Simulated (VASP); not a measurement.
# HfC (Fm-3m) in VASP: electric field gradients with PBEsol

Aim: the electric field gradients of HfC with PBEsol.

Program: VASP 6.6.1. These are calculated values, not measurements. Logs are shortened: lines on timing, memory, paths and dates and some standing lists are left out, and cuts for length are marked.

### Step 1. The cell of the first run

It takes space group Fm-3m (No. 225, cubic). Conventional cell: a = 4.607 Å, b = 4.607 Å, c = 4.607 Å, α = 90.00°, β = 90.00°, γ = 90.00°. Within 3.0 Å of Hf (site symmetry m-3m) lie 6 C at 2.30 Å. Within 3.0 Å of C (site symmetry m-3m) lie 6 Hf at 2.30 Å.

### Step 2. Electric field gradients, PBEsol

File INCAR:

```
PREC = Accurate
ENCUT = 520
EDIFF = 1E-8
ISMEAR = -1
SIGMA = 0.05
LREAL = F
LASPH = T
NELM = 80
ALGO = Normal
ISIF = 2
LWAVE = F
LCHARG = F
GGA = PS
LEFG = T
NBANDS = 14
```

File KPOINTS:

```
Automatic mesh
0
Gamma
  15 15 15
```

File POSCAR:

```
HfC
1.0
    0.0000000000      2.3035719786      2.3035719786
    2.3035719786      0.0000000000      2.3035719786
    2.3035719786      2.3035719786      0.0000000000
Hf C
1 1
Direct
    0.5000000000      0.5000000000      0.5000000000
    0.0000000000      0.0000000000      0.0000000000
```

Potentials or basis: VASP PAW PBE potentials, release 64 (Hf_pv, C).

Command:

```console
$ cat potpaw_PBE.64/Hf_pv/POTCAR potpaw_PBE.64/C/POTCAR > POTCAR
$ mpirun -np 1 vasp_std > vasp.out
```

OUTCAR:

```text
PREC = Accurate
   ENCUT = 520
   EDIFF = 1E-8
   ISMEAR = -1
   LREAL = F
   LASPH = T
   NELM = 80
   ISIF = 2
   GGA = PS

 ion  position               nearest neighbor table
   1  0.500  0.500  0.500-   2 2.30   2 2.30   2 2.30   2 2.30   2 2.30   2 2.30
   2  0.000  0.000  0.000-   1 2.30   1 2.30   1 2.30   1 2.30   1 2.30   1 2.30

  LATTYP: Found a face centered cubic cell.
 ALAT       =     4.6071439572

  Lattice vectors:

 A1 = (   0.0000000000,   2.3035719786,   2.3035719786)
 A2 = (   2.3035719786,   0.0000000000,   2.3035719786)
 A3 = (   2.3035719786,   2.3035719786,   0.0000000000)

Analysis of symmetry for initial positions (statically):
=====================================================================
 Subroutine PRICEL returns:
 Original cell was already a primitive cell.

 Routine SETGRP: Setting up the symmetry group for a
 face centered cubic supercell.

 Subroutine GETGRP returns: Found 48 space group operations
 (whereof 48 operations were pure point group operations)
 out of a pool of 48 trial point group operations.

The static configuration has the point symmetry O_h .

Analysis of symmetry for dynamics (positions and initial velocities):
=====================================================================
 Subroutine PRICEL returns:
 Original cell was already a primitive cell.

 Routine SETGRP: Setting up the symmetry group for a
 face centered cubic supercell.

 Subroutine GETGRP returns: Found 48 space group operations
 (whereof 48 operations were pure point group operations)
 out of a pool of 48 trial point group operations.

The dynamic configuration has the point symmetry O_h .

 Subroutine INISYM returns: Found 48 space group operations
 (whereof 48 operations are pure point group operations),
 and found     1 'primitive' translations

----------------------------------------------------------------------------------------

                                     Primitive cell

  volume of cell :      24.4476

  direct lattice vectors                    reciprocal lattice vectors
     0.000000000  2.303571979  2.303571979    -0.217054212  0.217054212  0.217054212
     2.303571979  0.000000000  2.303571979     0.217054212 -0.217054212  0.217054212
     2.303571979  2.303571979  0.000000000     0.217054212  0.217054212 -0.217054212

  length of vectors
     3.257742734  3.257742734  3.257742734     0.375948923  0.375948923  0.375948923

  position of ions in fractional coordinates (direct lattice)
     0.500000000  0.500000000  0.500000000
     0.000000000  0.000000000  0.000000000

  ion indices of the primitive-cell ions
   primitive index   ion index
                 1           1
                 2           2

----------------------------------------------------------------------------------------

 KPOINTS: Automatic mesh

Automatic generation of k-mesh.
 Grid dimensions read from file:
 generate k-points for:   15   15   15

 Generating k-lattice:

  Cartesian coordinates                     Fractional coordinates (reciprocal lattice)
    -0.014470281  0.014470281  0.014470281     0.066666667  0.000000000  0.000000000
     0.014470281 -0.014470281  0.014470281     0.000000000  0.066666667  0.000000000
     0.014470281  0.014470281 -0.014470281     0.000000000  0.000000000  0.066666667

  Length of vectors
     0.025063262  0.025063262  0.025063262

  Shift w.r.t. Gamma in fractional coordinates (k-lattice)
     0.000000000  0.000000000  0.000000000

 Subroutine IBZKPT returns following result:
 ===========================================

 Found    120 irreducible k-points:

 Following reciprocal coordinates:
            Coordinates               Weight
  0.000000  0.000000  0.000000      1.000000
  0.066667  0.000000  0.000000      8.000000
  0.133333  0.000000  0.000000      8.000000
  0.200000  0.000000  0.000000      8.000000
  0.266667  0.000000  0.000000      8.000000
  0.333333  0.000000  0.000000      8.000000
[... 16 lines left out ...]
  0.133333  0.133333  0.000000      6.000000
  0.200000  0.133333  0.000000     24.000000
 [... further k-points ...]
   k-points           NKPTS =    120   k-points in BZ     NKDIM =    120   number of bands    NBANDS=     14
   number of dos      NEDOS =    301   number of ions     NIONS =      2
   total plane-waves  NPLWV =  13824
   dimension x,y,z NGX =    24 NGY =   24 NGZ =   24
   dimension x,y,z NGXF=    48 NGYF=   48 NGZF=   48
   ions per type =               1   1
   NGX,Y,Z   is equivalent  to a cutoff of  12.25, 12.25, 12.25 a.u.
   NGXF,Y,Z  is equivalent  to a cutoff of  24.49, 24.49, 24.49 a.u.
 SYSTEM =  unknown system
   PREC   = accura    normal or accurate (medium, high low for compatibility)
   ISTART =      0    job   : 0-new  1-cont  2-samecut
   ICHARG =      2    charge: 1-file 2-atom 10-const
   ISPIN  =      1    spin polarized calculation?
   LNONCOLLINEAR =      F non collinear calculations
   LSORBIT =      F    spin-orbit coupling
   LASPH  =      T    aspherical Exc in radial PAW
   ENCUT  =  520.0 eV  38.22 Ry    6.18 a.u.   6.06  6.06  6.06*2*pi/ulx,y,z
   NELM   =     80;   NELMIN=  2; NELMDL= -5     # of ELM steps
   EDIFF  = 0.1E-07   stopping-criterion for ELM
   LREAL  =      F    real-space projection
   EDIFFG = 0.1E-06   stopping-criterion for IOM
   NSW    =      0    number of steps for IOM
   IBRION =     -1    ionic relax: 0-MD 1-quasi-New 2-CG
   NFREE  =      0    steps in history (QN), initial steepest desc. (CG)
   ISIF   =      2    stress and relaxation
   ISYM   =      2    0-nonsym 1-usesym 2-fastsym
   POTIM  = 0.5000    time-step for ionic-motion
   TEBEG  =    0.0;   TEEND  =   0.0 temperature during run
   PSTRESS=    0.0 pullay stress
   NELECT =      14.0000    total number of electrons
   NUPDOWN=      -1.0000    fix difference up-down
   EMIN   =  10.00;   EMAX   =-10.00  energy-range for DOS
   EFERMI =   0.00;   METHOD = LEGACY
   ISMEAR =    -1;   SIGMA  =   0.05  broadening in eV -4-tet -1-fermi 0-gaus
   EFERMI_NEDOS =   21; number of points for ismear=-14 and -15
   IALGO  =     38    algorithm
   IMIX   =      4    mixing-type and parameters
     AMIX     =   0.40;   BMIX     =  1.00
     AMIX_MAG =   1.60;   BMIX_MAG =  1.00
  volume/ion in A,a.u.               =      12.22        82.49
  Fermi-wavevector in a.u.,A,eV,Ry     =   1.359479  2.569042 25.146045  1.848182
  Thomas-Fermi vector in A             =   2.486223
   LORBIT       =      0    0 simple, 1 ext, 2 COOP (PROOUT), +10 PAW based schemes
   GGA     = PS    functional components
   LHFCALC =     F    Hartree Fock is set to
   AEXX    =    0.0000 exact exchange contribution
   IVDW    =     0    specifies the selected vdW correction
   LEPSILON=     F    determine dielectric tensor
   LRPA    =     F    only Hartree local field effects (RPA)
 non-spin polarized calculation
  energy-cutoff  :      520.00
  volume of cell :       24.45
 maximum number of plane-waves:       680
   NGX = 13   NGY = 13   NGZ = 13

 number of electron      14.0000002 magnetization

 Free energy of the ion-electron system (eV)
  ---------------------------------------------------
  ext. energy  EPLUGINS =         0.00000000
  ---------------------------------------------------
  free energy    TOTEN  =       -22.19625798 eV

  energy without entropy =      -22.19318477  energy(sigma->0) =      -22.19472138

 E-fermi :   5.9857     XC(G=0): -12.5578

 val. band max:        5.9811782440   @ k =   0.4000   0.3333   0.0000
 cond. band min:       6.0054003343   @ k =   0.3333   0.2667   0.0000
 fundamental gap:      0.0242220903
 Fermi energy:         5.9857136497

 k-point     1 :       0.0000    0.0000    0.0000
  band No.  band energies     occupation
      1     -23.3444      2.00000
      2     -23.3444      2.00000
      3     -23.3444      2.00000
      4      -6.4091      2.00000
      5       7.0625      0.00000
      6       7.0625      0.00000
      7       7.0625      0.00000
      8       7.3728      0.00000
      9       7.3728      0.00000
     10       7.3728      0.00000
     11       9.4708      0.00000
     12       9.4708      0.00000
     13      13.1835      0.00000
     14      17.0471      0.00000
[... 377 lines left out ...]
      1     -23.5609      2.00000
      2     -23.4091      2.00000
      3     -23.4010      2.00000
      4      -5.4620      2.00000
      5       3.4904      2.00000
      6       5.2827      2.00000
      7       5.5701      1.99951
      8       6.7343      0.00000
      9       9.5642      0.00000
     10       9.8815      0.00000
     11      10.6722      0.00000
     12      12.4943      0.00000
     13      15.7913      0.00000
     14      19.6095      0.00000

 [... further k-points ...]

------------------------ aborting loop because EDIFF is reached ----------------------------------------

  FORCE on cell =-STRESS in cart. coord.  units (eV):
  Direction    XX          YY          ZZ          XY          YZ          ZX
  --------------------------------------------------------------------------------------
  -------------------------------------------------------------------------------------
  Total       -0.0542325     -0.0542325     -0.0542325     -0.0000000      0.0000000      0.0000000
  in kB       -3.5541423     -3.5541423     -3.5541423     -0.0000000      0.0000000      0.0000000
  external PRESSURE =      -3.5541423 kB  Pullay stress =       0.0000000 kB

 VOLUME and BASIS-vectors are now :
 -----------------------------------------------------------------------------
  energy-cutoff  :      520.00
  volume of cell :       24.45
      direct lattice vectors                 reciprocal lattice vectors
     0.000000000  2.303571979  2.303571979    -0.217054212  0.217054212  0.217054212
     2.303571979  0.000000000  2.303571979     0.217054212 -0.217054212  0.217054212
     2.303571979  2.303571979  0.000000000     0.217054212  0.217054212 -0.217054212

 POSITION                                       TOTAL-FORCE (eV/Angst)
 -----------------------------------------------------------------------------------
      2.30357      2.30357      2.30357        -0.000000     -0.000000     -0.000000
      0.00000      0.00000      0.00000         0.000000      0.000000      0.000000
 -----------------------------------------------------------------------------------
    total drift:                                0.000000     -0.000000      0.000000

  FREE ENERGIE OF THE ION-ELECTRON SYSTEM (eV)
  ---------------------------------------------------
  free  energy   TOTEN  =       -22.1962579841 eV

  energy  without entropy=      -22.1931847717  energy(sigma->0) =      -22.19472138

 Electric field gradients (V/A^2)
---------------------------------------------------------------------
 ion       V_xx      V_yy      V_zz      V_xy      V_xz      V_yz
---------------------------------------------------------------------
   1       0.000    -0.000    -0.000    -0.000    -0.000    -0.000
   2      -0.000    -0.000    -0.000     0.000     0.000     0.000
---------------------------------------------------------------------

 Electric field gradients after diagonalization (V/A^2)
 (convention: |V_zz| > |V_xx| > |V_yy|)
----------------------------------------------------------------------
 ion       V_xx      V_yy      V_zz     asymmetry (V_yy - V_xx)/ V_zz
----------------------------------------------------------------------
   1       0.000     0.000    -0.000       0.000
   2      -0.000    -0.000     0.001       0.000
----------------------------------------------------------------------

           NMR quadrupolar parameters

 Cq : quadrupolar parameter    Cq=e*Q*V_zz/h
 eta: asymmetry parameters     (V_yy - V_xx)/ V_zz
 Q  : nuclear electric quadrupole moment in mb (millibarn)
----------------------------------------------------------------------
 ion       Cq(MHz)       eta       Q (mb)
----------------------------------------------------------------------
   1      -0.000       0.000       1.000
   2       0.000       0.000       1.000
----------------------------------------------------------------------
```

It took 53 s on 1 thread of AMD EPYC 7R43 (Zen 3), shared host; peak memory 0.13 GiB.

What came out:

```yaml
Free_energy: -22.1963 eV
Pressure: -0.4 GPa
Band_gap_on_the_k_mesh: zero (band 7 reaches 7.06 eV, above the bottom of band 8 at 5.60 eV)
```

Levels at points of the mesh, in eV from the Fermi level:
| k point | band 5 | band 6 | band 7 | band 8 | band 9 | band 10 |
| --- | --- | --- | --- | --- | --- | --- |
| (0.00, 0.00, 0.00) | 1.08 | 1.08 | 1.08 | 1.39 | 1.39 | 1.39 |

Caveat: without QUAD_EFG the Cq values of the log hold for a quadrupole moment of 1 mb, not for the nuclei; the PAW data sets were made with another functional, which shifts forces and pressure a little; spin-orbit coupling is left out, which moves the levels of the heavy elements.
